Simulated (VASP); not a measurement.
# SnGe2 (Fmmm) in VASP: further runs

The runs below take SnGe2 through single point, relaxation of cell and atoms, with PBE.

Everything below comes from runs of VASP 6.6.1. Logs are shortened: lines on timing, memory, paths and dates and some standing lists are left out, and cuts for length are marked.

### Step 1. The cell of the first run

Symmetry: Fmmm, No. 69, orthorhombic system. Conventional cell: a = 4.338 Å, b = 4.526 Å, c = 13.577 Å, α = 90.00°, β = 90.00°, γ = 90.00°. Sn (site symmetry mmm) has 4 Sn at 3.13 Å and 8 Ge at 3.13 to 3.20 Å within 4.1 Å. Ge (site symmetry mm2) has 8 Ge at 3.13 to 3.20 Å and 4 Sn at 3.13 to 3.20 Å within 4.1 Å.

### Step 2. Single point, PBE

Input file INCAR:

```
PREC = Accurate
ENCUT = 520
EDIFF = 1E-6
ISMEAR = 0
SIGMA = 0.1
LREAL = False
LASPH = True
NELM = 80
ALGO = Normal
ISIF = 2
LWAVE = False
LCHARG = True
GGA = PE
LELF = True
LVHAR = True
NBANDS = 28
```

Input file KPOINTS:

```
regular mesh
0
Gamma
  6 6 6
```

Input file POSCAR:

```
SnGe2
1.0
    0.0000000000      2.2628442300      6.7885327000
    2.1690839300      0.0000000000      6.7885327000
    2.1690839300      2.2628442300      0.0000000000
Sn Ge
1 2
Direct
    0.0000000000      0.0000000000      0.0000000000
    0.6666666700      0.6666666700      0.3333333300
    0.3333333300      0.3333333300      0.6666666700
```

Potentials or basis: VASP PAW PBE potentials, release 64 (Sn_d, Ge_d).

On the command line:

```sh
> cat potpaw_PBE.64/Sn_d/POTCAR potpaw_PBE.64/Ge_d/POTCAR > POTCAR
> mpirun -np 1 vasp_std > vasp.out
```

OUTCAR:

```text
PREC = Accurate
   ENCUT = 520
   EDIFF = 1E-6
   ISMEAR = 0
   LREAL = False
   LASPH = True
   NELM = 80
   ISIF = 2
   GGA = PE

 ion  position               nearest neighbor table
   1  0.000  0.000  0.000-   2 3.13   2 3.13   3 3.13   3 3.13   3 3.20   2 3.20   2 3.20   3 3.20

   2  0.667  0.667  0.333-   1 3.13   1 3.13   1 3.20   1 3.20
   3  0.333  0.333  0.667-   1 3.13   1 3.13   1 3.20   1 3.20

  LATTYP: Found a face centered orthorhombic cell.
 ALAT       =     4.3381678600
 B/A-ratio  =     1.0432257594
 C/A-ratio  =     3.1296772827

  Lattice vectors:

 A1 = (   0.0000000000,   2.2628442300,   6.7885327000)
 A2 = (   2.1690839300,   0.0000000000,   6.7885327000)
 A3 = (   2.1690839300,   2.2628442300,   0.0000000000)

Analysis of symmetry for initial positions (statically):
=====================================================================
 Subroutine PRICEL returns:
 Original cell was already a primitive cell.

 Routine SETGRP: Setting up the symmetry group for a
 face centered orthorhombic supercell.

 Subroutine GETGRP returns: Found  8 space group operations
 (whereof  8 operations were pure point group operations)
 out of a pool of  8 trial point group operations.

The static configuration has the point symmetry D_2h.

Analysis of symmetry for dynamics (positions and initial velocities):
=====================================================================
 Subroutine PRICEL returns:
 Original cell was already a primitive cell.

 Routine SETGRP: Setting up the symmetry group for a
 face centered orthorhombic supercell.

 Subroutine GETGRP returns: Found  8 space group operations
 (whereof  8 operations were pure point group operations)
 out of a pool of  8 trial point group operations.

The dynamic configuration has the point symmetry D_2h.

 Subroutine INISYM returns: Found  8 space group operations
 (whereof  8 operations are pure point group operations),
 and found     1 'primitive' translations

----------------------------------------------------------------------------------------

                                     Primitive cell

  volume of cell :      66.6403

  direct lattice vectors                    reciprocal lattice vectors
     0.000000000  2.262844230  6.788532700    -0.230512058  0.220960857  0.073653619
     2.169083930  0.000000000  6.788532700     0.230512058 -0.220960857  0.073653619
     2.169083930  2.262844230  0.000000000     0.230512058  0.220960857 -0.073653619
[... 85 lines left out ...]
   NELM   =     80;   NELMIN=  2; NELMDL= -5     # of ELM steps
   EDIFF  = 0.1E-05   stopping-criterion for ELM
   LREAL  =      F    real-space projection
   EDIFFG = 0.1E-04   stopping-criterion for IOM
   NSW    =      0    number of steps for IOM
   IBRION =     -1    ionic relax: 0-MD 1-quasi-New 2-CG
   NFREE  =      0    steps in history (QN), initial steepest desc. (CG)
   ISIF   =      2    stress and relaxation
   ISYM   =      2    0-nonsym 1-usesym 2-fastsym
   POTIM  = 0.5000    time-step for ionic-motion
   TEBEG  =    0.0;   TEEND  =   0.0 temperature during run
   PSTRESS=    0.0 pullay stress
   NELECT =      42.0000    total number of electrons
   NUPDOWN=      -1.0000    fix difference up-down
   EMIN   =  10.00;   EMAX   =-10.00  energy-range for DOS
   EFERMI =   0.00;   METHOD = LEGACY
   ISMEAR =     0;   SIGMA  =   0.10  broadening in eV -4-tet -1-fermi 0-gaus
   EFERMI_NEDOS =   21; number of points for ismear=-14 and -15
   IALGO  =     38    algorithm
   IMIX   =      4    mixing-type and parameters
     AMIX     =   0.40;   BMIX     =  1.00
     AMIX_MAG =   1.60;   BMIX_MAG =  1.00
  volume/ion in A,a.u.               =      22.21       149.90
  Fermi-wavevector in a.u.,A,eV,Ry     =   1.403607  2.652433 26.805021  1.970113
  Thomas-Fermi vector in A             =   2.526252
   LORBIT       =      0    0 simple, 1 ext, 2 COOP (PROOUT), +10 PAW based schemes
   GGA     = PE    functional components
   LHFCALC =     F    Hartree Fock is set to
   AEXX    =    0.0000 exact exchange contribution
   IVDW    =     0    specifies the selected vdW correction
   LEPSILON=     F    determine dielectric tensor
   LRPA    =     F    only Hartree local field effects (RPA)
 non-spin polarized calculation
 Gauss-broadening in eV      SIGMA  =   0.10
  energy-cutoff  :      520.00
  volume of cell :       66.64
 maximum number of plane-waves:      1812
 NGX is ok and might be reduce to    54
   NGX = 27   NGY = 27   NGZ = 11

 number of electron      41.9999985 magnetization

 Free energy of the ion-electron system (eV)
  ---------------------------------------------------
  ext. energy  EPLUGINS =         0.00000000
  ---------------------------------------------------
  free energy    TOTEN  =       -11.87220352 eV

  energy without entropy =      -11.86191773  energy(sigma->0) =      -11.86706062

 E-fermi :   7.1376     XC(G=0): -10.7887

 val. band max:        7.1303753910   @ k =  -0.1667   0.0000   0.1667
 cond. band min:       7.1714330274   @ k =  -0.3333   0.1667   0.3333
 fundamental gap:      0.0410576364
 Fermi energy:         7.1376130898

 k-point     1 :       0.0000    0.0000    0.0000
  band No.  band energies     occupation
      1     -17.6635      2.00000
      2     -17.6483      2.00000
      3     -17.6443      2.00000
      4     -17.6284      2.00000
      5     -17.6278      2.00000
      6     -17.6242      2.00000
[... 733 lines left out ...]
     27      14.4543      0.00000
     28      17.1335      0.00000

 [... further k-points ...]

------------------------ aborting loop because EDIFF is reached ----------------------------------------

  FORCE on cell =-STRESS in cart. coord.  units (eV):
  Direction    XX          YY          ZZ          XY          YZ          ZX
  --------------------------------------------------------------------------------------
  -------------------------------------------------------------------------------------
  Total        0.4545950      0.8984740     -0.1745497     -0.0000000      0.0000000      0.0000000
  in kB       10.9294492     21.6012651     -4.1965537     -0.0000000      0.0000000      0.0000000
  external PRESSURE =       9.4447202 kB  Pullay stress =       0.0000000 kB

 VOLUME and BASIS-vectors are now :
 -----------------------------------------------------------------------------
  energy-cutoff  :      520.00
  volume of cell :       66.64
      direct lattice vectors                 reciprocal lattice vectors
     0.000000000  2.262844230  6.788532700    -0.230512058  0.220960857  0.073653619
     2.169083930  0.000000000  6.788532700     0.230512058 -0.220960857  0.073653619
     2.169083930  2.262844230  0.000000000     0.230512058  0.220960857 -0.073653619

 POSITION                                       TOTAL-FORCE (eV/Angst)
 -----------------------------------------------------------------------------------
      0.00000      0.00000      0.00000         0.000000     -0.000000      0.000000
      2.16908      2.26284      9.05138         0.000000      0.000000      0.597963
      2.16908      2.26284      4.52569         0.000000      0.000000     -0.597963
 -----------------------------------------------------------------------------------
    total drift:                                0.000000      0.000000      0.000000

  FREE ENERGIE OF THE ION-ELECTRON SYSTEM (eV)
  ---------------------------------------------------
  free  energy   TOTEN  =       -11.8722035157 eV

  energy  without entropy=      -11.8619177286  energy(sigma->0) =      -11.86706062
```

stdout:

```text
POSCAR found type information on POSCAR SnGe
 POSCAR found :  2 types and       3 ions
 scaLAPACK will be used
 LDA part: xc-table for (Slater+PW92), standard interpolation
 POSCAR, INCAR and KPOINTS ok, starting setup
 FFT: planning ... GRIDC
 FFT: planning ... GRID_SOFT
 FFT: planning ... GRID
 WAVECAR not read
 entering main loop
```

It took 3.7 min on 1 thread of Intel Xeon 8259CL, shared host; peak memory 0.29 GiB.

What came out:

```
Free energy            : -11.8722 eV
Pressure               : 0.9 GPa
Largest force          : 0.598 eV/Å
Band gap on the k mesh : zero (bands 21 and 22 overlap by 5.16 eV)
```

Forces on the atoms (eV/Å):
```
Sn   0.000  0.000  0.000
Ge   0.000  0.000  0.598
Ge   0.000  0.000 -0.598
```

Stress tensor (GPa, compression positive):
```
 1.09  0.00  0.00
 0.00  2.16  0.00
 0.00  0.00 -0.42
```

Levels at points of the mesh, in eV from the Fermi level:
| k point | band 17 | band 18 | band 19 | band 20 | band 21 | band 22 | band 23 | band 24 | band 25 | band 26 |
| --- | --- | --- | --- | --- | --- | --- | --- | --- | --- | --- |
| (0.00, 0.00, 0.00) | -9.26 | -8.75 | 0.21 | 0.60 | 3.00 | 3.30 | 3.32 | 3.59 | 6.89 | 7.08 |
| (0.50, 0.00, 0.00) | -8.20 | -7.40 | -5.08 | -2.93 | -2.47 | 1.90 | 2.06 | 5.47 | 5.48 | 6.03 |
| (0.50, 0.50, 0.00) | -11.38 | -5.72 | -4.09 | 2.28 | 2.60 | 5.14 | 5.25 | 5.34 | 5.66 | 6.18 |
| (0.50, 0.00, 0.50) | -5.55 | -4.11 | -3.85 | -2.92 | -2.64 | -0.80 | -0.65 | -0.03 | 0.22 | 2.32 |
| (0.00, 0.50, 0.50) | -5.72 | -3.99 | -3.67 | -3.38 | -3.05 | -0.38 | -0.19 | 0.44 | 0.54 | 1.87 |

Caveat: spin-orbit coupling is left out, which moves the levels of the heavy elements.

(Continued in part 2 of 3.)

The gap in the log of VASP goes by the Fermi energy; the results here count the filled bands.